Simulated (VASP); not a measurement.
Input of a VASP 6.6.1 run:

INCAR

```
  ALGO = Normal
  EDIFF = 1E-8
  ENCUT = 520
  GGA = PE
  ISIF = 2
  ISMEAR = -1
  LASPH = T
  LCHARG = F
  LEFG = T
  LREAL = F
  LWAVE = F
  NBANDS = 15
  NELM = 100
  PREC = Accurate
  SIGMA = 0.02
```

Contents of KPOINTS:

```
k-points
0
Gamma
  12 12 10
```

Contents of POSCAR:

```
TaN
1.0
    2.8809449058      0.0000000000      0.0000000000
   -1.4404724529      2.4949714753      0.0000000000
    0.0000000000      0.0000000000      2.9983200000
Ta N
1 1
Direct
    0.3333333333      0.6666666667      0.5000000000
    0.0000000000      0.0000000000      0.0000000000
```

Potentials or basis: VASP PAW PBE potentials, release 64 (Ta_pv, N).

Run with:

```sh
$ cat potpaw_PBE.64/Ta_pv/POTCAR potpaw_PBE.64/N/POTCAR > POTCAR
$ mpirun -np 1 vasp_std > vasp.out
```

Estimate the pressure.

4.6 GPa.

What does it give for the band gap on the k mesh?

Zero (band 8 reaches 8.47 eV, above the bottom of band 9 at 8.08 eV).

Electric field gradients, principal values (V/Å²):
```
atom    least   middle  greatest (by size)
1 Ta  -26.018  -26.019              52.037
 2 N   -5.327   -5.328              10.656
```

Caveat: without QUAD_EFG the Cq values of the log hold for a quadrupole moment of 1 mb, not for the nuclei; spin-orbit coupling is left out, which moves the levels of the heavy elements.
